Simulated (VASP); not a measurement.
Input of a VASP 6.6.1 run:

The input POSCAR:

```
SnSe
1.0
    0.0000000000      3.3908400000      3.3908400000
    3.3908400000      0.0000000000      3.3908400000
    3.3908400000      3.3908400000      0.0000000000
Sn Se
1 1
Direct
    0.0000000000      0.0000000000      0.0000000000
    0.7500000000      0.7500000000      0.7500000000
```

INCAR.step1

```
SYSTEM = SnSe
  PREC = Accurate
  ENCUT = 520
  EDIFF = 1E-5
  ISMEAR = -1
  SIGMA = 0.05
  LREAL = .FALSE.
  LASPH = .TRUE.
  NELM = 80
  ALGO = Normal
  ISIF = 2
  LWAVE = .TRUE.
  NBANDS = 17
  GGA = PE
```

INCAR.step2

```
SYSTEM = SnSe
  PREC = Accurate
  ENCUT = 520
  EDIFF = 1E-6
  ISMEAR = -1
  SIGMA = 0.05
  LREAL = .FALSE.
  LASPH = .TRUE.
  NELM = 80
  ALGO = Normal
  ISIF = 2
  LWAVE = .FALSE.
  LCHARG = .TRUE.
  METAGGA = R2SCAN
  LHFCALC = .TRUE.
  AEXX = 0.5
  LMIXTAU = .TRUE.
  PRECFOCK = Normal
  LELF = .TRUE.
  LVHAR = .TRUE.
  NBANDS = 17
  ISTART = 1
```

File KPOINTS:

```
regular mesh
0
G
  4 4 4
  0 0 0
```

Potentials or basis: VASP PAW PBE potentials, release 64 (Sn_d, Se).

The run is started by

```sh
$ cat potpaw_PBE.64/Sn_d/POTCAR potpaw_PBE.64/Se/POTCAR > POTCAR
$ cp INCAR.step1 INCAR
$ mpirun -np 1 vasp_std > vasp.out
$ cp INCAR.step2 INCAR
$ mpirun -np 1 vasp_std > vasp.out
```

Problem. Predict the pressure.

Solution. -1.4 GPa.

Problem. Estimate the band gap on the k mesh.

Solution. 2.10 eV (least direct gap 2.91 eV).

Caveat: the PAW data sets were made with another functional, which shifts forces and pressure a little; spin-orbit coupling is left out, which moves the levels of the heavy elements. A k mesh can miss the band edges.
